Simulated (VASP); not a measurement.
# Si (Cmcm) in VASP: a series of runs

Si is run at these levels: r2SCAN; tasks: single point.

Program: VASP 6.6.1. These are calculated values, not measurements. Logs are shortened: lines on timing, memory, paths and dates and some standing lists are left out, and cuts for length are marked.

## 1. The cell of the first run

Symmetry: Cmcm, No. 63, orthorhombic system. Conventional cell: a = 3.831 Å, b = 7.134 Å, c = 6.333 Å, α = 90.00°, β = 90.00°, γ = 90.00°. Si (site symmetry m) has 4 Si at 2.37 to 2.51 Å within 3.1 Å.

## 2. Single point, r2SCAN (strain +0.0750 x Voigt [0, 1, 0, 0, 0, 0])

File POSCAR:

```
Si
1.0
    3.8313174605      0.0000000000      0.0000000000
   -1.9156587303      3.5668696196      0.0000000000
    0.0000000000      0.0000000000      6.3326220002
Si
4
Direct
    0.3333333333      0.6666666667      0.0630095000
    0.6666666667      0.3333333333      0.5630095000
    0.3333333333      0.6666666667      0.4369905000
    0.6666666667      0.3333333333      0.9369905000
```

File INCAR.step1:

```
PREC     = Accurate       # precision mode
ENCUT    = 520            # plane-wave cutoff, eV
ISMEAR   = 0              # smearing method
SIGMA    = 0.05           # smearing width, eV
LREAL    = False          # projectors in reciprocal space
LASPH    = True           # aspherical terms in the spheres
NELM     = 80             # most SCF steps
NBANDS   = 16             # bands
GGA      = PE             # functional
ALGO     = Normal         # electronic algorithm
EDIFF    = 1E-4           # SCF threshold, eV
LWAVE    = True           # write WAVECAR
LCHARG   = False          # write CHGCAR
```

File INCAR.step2:

```
PREC     = Accurate       # precision mode
ENCUT    = 520            # plane-wave cutoff, eV
EDIFF    = 1E-7           # SCF threshold, eV
ISMEAR   = 0              # smearing method
SIGMA    = 0.05           # smearing width, eV
LREAL    = False          # projectors in reciprocal space
LASPH    = True           # aspherical terms in the spheres
NELM     = 80             # most SCF steps
ALGO     = Normal         # electronic algorithm
ISIF     = 2              # what is computed and relaxed
LWAVE    = False          # write WAVECAR
LCHARG   = False          # write CHGCAR
METAGGA  = R2SCAN         # meta-GGA
LMIXTAU  = True         
NBANDS   = 16             # bands
ISTART   = 1
```

File KPOINTS:

```
Automatic mesh
0
Gamma
  12 12 6
```

Potentials or basis: VASP PAW PBE potentials, release 64 (Si).

Run with:

```bash
> cat potpaw_PBE.64/Si/POTCAR > POTCAR
> cp INCAR.step1 INCAR
> mpirun -np 1 vasp_std > vasp.out
> cp INCAR.step2 INCAR
> mpirun -np 1 vasp_std > vasp.out
```

OUTCAR:

```text
PREC = Accurate
   ENCUT = 520
   EDIFF = 1E-7
   ISMEAR = 0
   LREAL = False
   LASPH = True
   NELM = 80
   ISIF = 2
   METAGGA = R2SCAN
   ISTART = 1

 ion  position               nearest neighbor table
   1  0.333  0.667  0.063-   3 2.37   4 2.39   4 2.39   4 2.51
   2  0.667  0.333  0.563-   4 2.37   3 2.39   3 2.39   3 2.51
   3  0.333  0.667  0.437-   1 2.37   2 2.39   2 2.39   2 2.51
   4  0.667  0.333  0.937-   2 2.37   1 2.39   1 2.39   1 2.51

  LATTYP: Found a base centered orthorhombic cell.
 ALAT       =     3.8313174605
 B/A-ratio  =     1.8619546182
 C/A-ratio  =     1.6528575524

  Lattice vectors:

 A1 = (   1.9156587303,  -3.5668696196,   0.0000000000)
 A2 = (   1.9156587302,   3.5668696196,   0.0000000000)
 A3 = (   0.0000000000,   0.0000000000,   6.3326220002)

Analysis of symmetry for initial positions (statically):
=====================================================================
 Subroutine PRICEL returns:
 Original cell was already a primitive cell.

 Routine SETGRP: Setting up the symmetry group for a
 base centered orthorhombic supercell.

 Subroutine GETGRP returns: Found  8 space group operations
 (whereof  4 operations were pure point group operations)
 out of a pool of  8 trial point group operations.

The static configuration has the point symmetry C_2h.
 The point group associated with its full space group is D_2h.

Analysis of symmetry for dynamics (positions and initial velocities):
=====================================================================
 Subroutine PRICEL returns:
 Original cell was already a primitive cell.

 Routine SETGRP: Setting up the symmetry group for a
 base centered orthorhombic supercell.

 Subroutine GETGRP returns: Found  8 space group operations
 (whereof  4 operations were pure point group operations)
 out of a pool of  8 trial point group operations.

The dynamic configuration has the point symmetry C_2h.
 The point group associated with its full space group is D_2h.

 Subroutine INISYM returns: Found  8 space group operations
 (whereof  4 operations are pure point group operations),
 and found     1 'primitive' translations

----------------------------------------------------------------------------------------

                                     Primitive cell

  volume of cell :      86.5404

  direct lattice vectors                    reciprocal lattice vectors
     3.831317461  0.000000000  0.000000000     0.261006823  0.140178939  0.000000000
    -1.915658730  3.566869620  0.000000000     0.000000000  0.280357879  0.000000000
     0.000000000  0.000000000  6.332622000     0.000000000  0.000000000  0.157912473

  length of vectors
     3.831317461  4.048741441  6.332622000     0.296267948  0.280357879  0.157912473

  position of ions in fractional coordinates (direct lattice)
     0.333333333  0.666666667  0.063009500
     0.666666667  0.333333333  0.563009500
     0.333333333  0.666666667  0.436990500
     0.666666667  0.333333333  0.936990500

  ion indices of the primitive-cell ions
   primitive index   ion index
                 1           1
                 2           2
                 3           3
                 4           4

----------------------------------------------------------------------------------------

 KPOINTS: Automatic mesh

Automatic generation of k-mesh.
 Grid dimensions read from file:
 generate k-points for:   12   12    6

 Generating k-lattice:

  Cartesian coordinates                     Fractional coordinates (reciprocal lattice)
     0.021750569  0.011681578  0.000000000     0.083333333  0.000000000  0.000000000
     0.000000000  0.023363157  0.000000000     0.000000000  0.083333333  0.000000000
     0.000000000  0.000000000  0.026318745     0.000000000  0.000000000  0.166666667

  Length of vectors
     0.024688996  0.023363157  0.026318745

  Shift w.r.t. Gamma in fractional coordinates (k-lattice)
     0.000000000  0.000000000  0.000000000

 Subroutine IBZKPT returns following result:
 ===========================================

 Found    172 irreducible k-points:

 Following reciprocal coordinates:
            Coordinates               Weight
  0.000000  0.000000  0.000000      1.000000
  0.083333  0.000000  0.000000      4.000000
  0.166667  0.000000  0.000000      4.000000
  0.250000 -0.000000  0.000000      4.000000
  0.333333  0.000000  0.000000      4.000000
  0.416667 -0.000000  0.000000      4.000000
[... 16 lines left out ...]
  0.333333  0.166667  0.000000      4.000000
  0.416667  0.166667  0.000000      4.000000
 [... further k-points ...]
   k-points           NKPTS =    172   k-points in BZ     NKDIM =    172   number of bands    NBANDS=     16
   number of dos      NEDOS =    301   number of ions     NIONS =      4
   total plane-waves  NPLWV =  40320
   dimension x,y,z NGX =    28 NGY =   30 NGZ =   48
   dimension x,y,z NGXF=    56 NGYF=   60 NGZF=   96
   ions per type =               4
   NGX,Y,Z   is equivalent  to a cutoff of  12.15, 12.32, 12.60 a.u.
   NGXF,Y,Z  is equivalent  to a cutoff of  24.30, 24.64, 25.20 a.u.
 SYSTEM =  unknown system
   PREC   = accura    normal or accurate (medium, high low for compatibility)
   ISTART =      1    job   : 0-new  1-cont  2-samecut
   ICHARG =      0    charge: 1-file 2-atom 10-const
   ISPIN  =      1    spin polarized calculation?
   LNONCOLLINEAR =      F non collinear calculations
   LSORBIT =      F    spin-orbit coupling
   LASPH  =      T    aspherical Exc in radial PAW
   ENCUT  =  520.0 eV  38.22 Ry    6.18 a.u.   7.12  7.53 11.77*2*pi/ulx,y,z
   NELM   =     80;   NELMIN=  2; NELMDL=  0     # of ELM steps
   EDIFF  = 0.1E-06   stopping-criterion for ELM
   LREAL  =      F    real-space projection
   EDIFFG = 0.1E-05   stopping-criterion for IOM
   NSW    =      0    number of steps for IOM
   IBRION =     -1    ionic relax: 0-MD 1-quasi-New 2-CG
   NFREE  =      0    steps in history (QN), initial steepest desc. (CG)
   ISIF   =      2    stress and relaxation
   ISYM   =      2    0-nonsym 1-usesym 2-fastsym
   POTIM  = 0.5000    time-step for ionic-motion
   TEBEG  =    0.0;   TEEND  =   0.0 temperature during run
   PSTRESS=    0.0 pullay stress
   NELECT =      16.0000    total number of electrons
   NUPDOWN=      -1.0000    fix difference up-down
   EMIN   =  10.00;   EMAX   =-10.00  energy-range for DOS
   EFERMI =   0.00;   METHOD = LEGACY
   ISMEAR =     0;   SIGMA  =   0.05  broadening in eV -4-tet -1-fermi 0-gaus
   EFERMI_NEDOS =   21; number of points for ismear=-14 and -15
   IALGO  =     38    algorithm
   IMIX   =      4    mixing-type and parameters
     AMIX     =   0.40;   BMIX     =  1.00
     AMIX_MAG =   1.60;   BMIX_MAG =  1.00
  volume/ion in A,a.u.               =      21.64       146.00
  Fermi-wavevector in a.u.,A,eV,Ry     =   0.932628  1.762412 11.834283  0.869795
  Thomas-Fermi vector in A             =   2.059246
   LORBIT       =      0    0 simple, 1 ext, 2 COOP (PROOUT), +10 PAW based schemes
   METAGGA = R2SCAN    functional components
   LHFCALC =     F    Hartree Fock is set to
   AEXX    =    0.0000 exact exchange contribution
   IVDW    =     0    specifies the selected vdW correction
   LEPSILON=     F    determine dielectric tensor
   LRPA    =     F    only Hartree local field effects (RPA)
 non-spin polarized calculation
 Gauss-broadening in eV      SIGMA  =   0.05
  energy-cutoff  :      520.00
  volume of cell :       86.54
 maximum number of plane-waves:      2350
   NGX = 15   NGY = 15   NGZ = 23

 number of electron      16.0000000 magnetization

 Free energy of the ion-electron system (eV)
  ---------------------------------------------------
  ext. energy  EPLUGINS =         0.00000000
  ---------------------------------------------------
  free energy    TOTEN  =       -34.77178621 eV

  energy without entropy =      -34.77178491  energy(sigma->0) =      -34.77178556

 E-fermi :   5.4822     XC(G=0):  -9.5426

 val. band max:        5.3828693757   @ k =   0.0000   0.0000   0.0000
 cond. band min:       5.5892696967   @ k =   0.5000  -0.0000   0.0000
 fundamental gap:      0.2064003210
 Fermi energy:         5.4822497149

 k-point     1 :       0.0000    0.0000    0.0000
  band No.  band energies     occupation
      1      -7.0417      2.00000
      2      -4.5680      2.00000
      3      -2.0327      2.00000
      4       3.3569      2.00000
      5       3.7153      2.00000
      6       4.9040      2.00000
[... 8 lines left out ...]
     15      10.0462      0.00000
     16      11.0468      0.00000

 k-point     2 :       0.0833    0.0000    0.0000
  band No.  band energies     occupation
      1      -6.9607      2.00000
      2      -4.4842      2.00000
      3      -2.0011      2.00000
      4       2.9386      2.00000
      5       3.3154      2.00000
      6       4.6532      2.00000
[... 8 lines left out ...]
     15      10.1201      0.00000
     16      10.9136      0.00000

 k-point     3 :       0.1667    0.0000    0.0000
  band No.  band energies     occupation
      1      -6.7198      2.00000
      2      -4.2342      2.00000
      3      -1.9384      2.00000
      4       1.8725      2.00000
      5       2.8966      2.00000
      6       3.4504      2.00000
[... 8 lines left out ...]
     15      10.4298      0.00000
     16      10.9953      0.00000

 k-point     4 :       0.2500   -0.0000    0.0000
  band No.  band energies     occupation
      1      -6.3263      2.00000
      2      -3.8236      2.00000
      3      -1.9748      2.00000
      4       0.9365      2.00000
      5       2.1457      2.00000
      6       2.4954      2.00000
[... 8 lines left out ...]
     15      11.4370      0.00000
     16      11.5405      0.00000
[... 324 lines left out ...]
 k-point    22 :       0.2500    0.1667    0.0000
  band No.  band energies     occupation
      1      -5.6792      2.00000
      2      -3.1433      2.00000
      3      -2.4734      2.00000
      4       0.7038      2.00000
      5       0.7874      2.00000
      6       1.2556      2.00000
[... 8 lines left out ...]
     15      12.1883      0.00000
     16      12.2575      0.00000

 k-point    23 :       0.3333    0.1667    0.0000
  band No.  band energies     occupation
      1      -5.0836      2.00000
      2      -3.0538      2.00000
      3      -2.5005      2.00000
      4      -0.1490      2.00000
      5       0.5976      2.00000
      6       1.2043      2.00000
[... 8 lines left out ...]
     15      12.1936      0.00000
     16      12.3413      0.00000

 k-point    24 :       0.4167    0.1667    0.0000
  band No.  band energies     occupation
      1      -4.6132      2.00000
      2      -3.5380      2.00000
      3      -1.9625      2.00000
      4      -0.8156      2.00000
      5       0.5557      2.00000
      6       1.3679      2.00000
[... 8 lines left out ...]
     15      12.0122      0.00000
     16      12.4030      0.00000

 [... further k-points ...]

------------------------ aborting loop because EDIFF is reached ----------------------------------------

  FORCE on cell =-STRESS in cart. coord.  units (eV):
  Direction    XX          YY          ZZ          XY          YZ          ZX
  --------------------------------------------------------------------------------------
  -------------------------------------------------------------------------------------
  Total       -1.4029264     -7.2114912     -0.4868585      0.0000000      0.0000000      0.0000000
  in kB      -25.9732632   -133.5108997     -9.0135199      0.0000000      0.0000000      0.0000000
  external PRESSURE =     -56.1658942 kB  Pullay stress =       0.0000000 kB

 VOLUME and BASIS-vectors are now :
 -----------------------------------------------------------------------------
  energy-cutoff  :      520.00
  volume of cell :       86.54
      direct lattice vectors                 reciprocal lattice vectors
     3.831317461  0.000000000  0.000000000     0.261006823  0.140178939  0.000000000
    -1.915658730  3.566869620  0.000000000     0.000000000  0.280357879  0.000000000
     0.000000000  0.000000000  6.332622000     0.000000000  0.000000000  0.157912473

 POSITION                                       TOTAL-FORCE (eV/Angst)
 -----------------------------------------------------------------------------------
     -0.00000      2.37791      0.39902        -0.000000      0.286535     -0.303790
      1.91566      1.18896      3.56533         0.000000     -0.286535     -0.303790
     -0.00000      2.37791      2.76730        -0.000000      0.286535      0.303790
      1.91566      1.18896      5.93361         0.000000     -0.286535      0.303790
 -----------------------------------------------------------------------------------
    total drift:                                0.000000     -0.000000      0.000000

  FREE ENERGIE OF THE ION-ELECTRON SYSTEM (eV)
  ---------------------------------------------------
  free  energy   TOTEN  =       -34.7717862118 eV

  energy  without entropy=      -34.7717849147  energy(sigma->0) =      -34.77178556
```

Run time: 8.5 min. Hardware: 1 thread of Intel Xeon Platinum 8259CL at 2.50GHz (Skylake/Cascade Lake), shared host; peak memory 0.31 GiB.

What came out:

```yaml
Free_energy: -34.7718 eV
Pressure: -5.6 GPa
Largest_force: 0.418 eV/Å
Band_gap_on_the_k_mesh: 0.21 eV (least direct gap 0.33 eV)
```

Forces in eV/Å, atoms in the order of the input:
```
Si   0.000  0.287 -0.304
Si   0.000 -0.287 -0.304
Si   0.000  0.287  0.304
Si   0.000 -0.287  0.304
```

Stress tensor (GPa, compression positive):
```
 -2.60   0.00   0.00
  0.00 -13.35   0.00
  0.00   0.00  -0.90
```

Levels at points of the mesh, in eV from the valence-band top:
```csv
k point,band 4,band 5,band 6,band 7,band 8,band 9,band 10,band 11,band 12,band 13
"(0.00, 0.00, 0.00)",-2.03,-1.67,-0.48,-0.28,0.00,0.33,1.80,2.19,2.55,2.94
"(0.50, 0.00, 0.00)",-6.11,-4.71,-3.53,-3.03,-1.68,0.21,2.13,2.88,3.17,5.07
"(0.00, 0.50, 0.00)",-5.87,-4.86,-3.06,-2.87,-1.12,0.92,3.02,3.30,3.43,4.61
"(0.00, 0.00, 0.50)",-4.29,-1.35,-1.35,-1.03,-1.03,1.25,1.25,2.82,2.82,3.32
"(0.50, 0.00, 0.50)",-7.44,-2.81,-2.81,-2.43,-2.43,0.76,0.76,2.02,2.02,5.59
"(0.00, 0.50, 0.50)",-7.34,-2.57,-2.57,-2.19,-2.19,1.39,1.39,2.03,2.03,6.01
```

Caveat: the cell differs from its parent crystal (strain +0.0750 x Voigt [0, 1, 0, 0, 0, 0]); the stress differs along the axes, from -13 to -1 GPa; semilocal functionals underestimate gaps, and a narrow one can read as zero; the PAW data sets were made with another functional, which shifts forces and pressure a little.

## 3. Single point, r2SCAN (strain +0.1125 x Voigt [0, 1, 0, 0, 0, 0])

Changes to POSCAR since step 2:

```diff
@@ -3,3 +3,3 @@
     3.8313174605      0.0000000000      0.0000000000
-   -1.9156587303      3.5668696196      0.0000000000
+   -1.9156587303      3.6912953040      0.0000000000
     0.0000000000      0.0000000000      6.3326220002
```

File INCAR.step1:

```
  PREC = Accurate
  ENCUT = 520
  ISMEAR = 0
  SIGMA = 0.05
  LREAL = False
  LASPH = True
  NELM = 80
  NBANDS = 16
  GGA = PE
  ALGO = Normal
  EDIFF = 1E-4
  LWAVE = True
  LCHARG = False
```

File INCAR.step2:

```
  PREC = Accurate
  ENCUT = 520
  EDIFF = 1E-6
  ISMEAR = 0
  SIGMA = 0.05
  LREAL = False
  LASPH = True
  NELM = 80
  ALGO = Normal
  ISIF = 2
  LWAVE = False
  LCHARG = False
  METAGGA = R2SCAN
  LMIXTAU = True
  NBANDS = 16
  ISTART = 1
```

KPOINTS is that of step 2.

Potentials or basis: VASP PAW PBE potentials, release 64 (Si).

Run with:

```bash
> cat potpaw_PBE.64/Si/POTCAR > POTCAR
> cp INCAR.step1 INCAR
> mpirun -np 1 vasp_std > vasp.out
> cp INCAR.step2 INCAR
> mpirun -np 1 vasp_std > vasp.out
```

Wall time 10 min (1 thread of Intel Xeon Platinum 8259CL at 2.50GHz (Skylake/Cascade Lake), shared host); peak memory 0.32 GiB.

The run converged. Its results:

```
Free energy            : -34.4790 eV
Pressure               : -7.4 GPa
Largest force          : 0.470 eV/Å
Band gap on the k mesh : 0.03 eV (least direct gap 0.14 eV)
```

Forces in eV/Å, atoms in the order of the input:
```
Si   0.000  0.262 -0.390
Si   0.000 -0.262 -0.390
Si   0.000  0.262  0.390
Si   0.000 -0.262  0.390
```

Stress tensor (GPa, compression positive):
```
 -3.42   0.00   0.00
  0.00 -17.47   0.00
  0.00   0.00  -1.24
```

Levels at points of the mesh, in eV from the valence-band top:
| k point | band 5 | band 6 | band 7 | band 8 | band 9 | band 10 | band 11 | band 12 |
| --- | --- | --- | --- | --- | --- | --- | --- | --- |
| (0.00, 0.00, 0.00) | -1.61 | -0.48 | -0.31 | -0.12 | 0.09 | 1.81 | 1.91 | 2.26 |
| (0.50, 0.00, 0.00) | -4.57 | -3.57 | -2.92 | -1.64 | 0.11 | 1.96 | 2.75 | 3.18 |
| (0.00, 0.50, 0.00) | -4.77 | -2.97 | -2.65 | -0.88 | 1.12 | 3.24 | 3.39 | 3.50 |
| (0.00, 0.00, 0.50) | -1.43 | -1.43 | -0.96 | -0.96 | 0.86 | 0.86 | 2.83 | 2.83 |
| (0.50, 0.00, 0.50) | -2.82 | -2.82 | -2.30 | -2.30 | 0.65 | 0.65 | 2.16 | 2.16 |
| (0.00, 0.50, 0.50) | -2.49 | -2.49 | -1.96 | -1.96 | 1.54 | 1.54 | 2.18 | 2.18 |

Caveat: the cell differs from its parent crystal (strain +0.1125 x Voigt [0, 1, 0, 0, 0, 0]); the stress differs along the axes, from -17 to -1 GPa; semilocal functionals underestimate gaps, and a narrow one can read as zero; the PAW data sets were made with another functional, which shifts forces and pressure a little. A k mesh can miss the band edges.
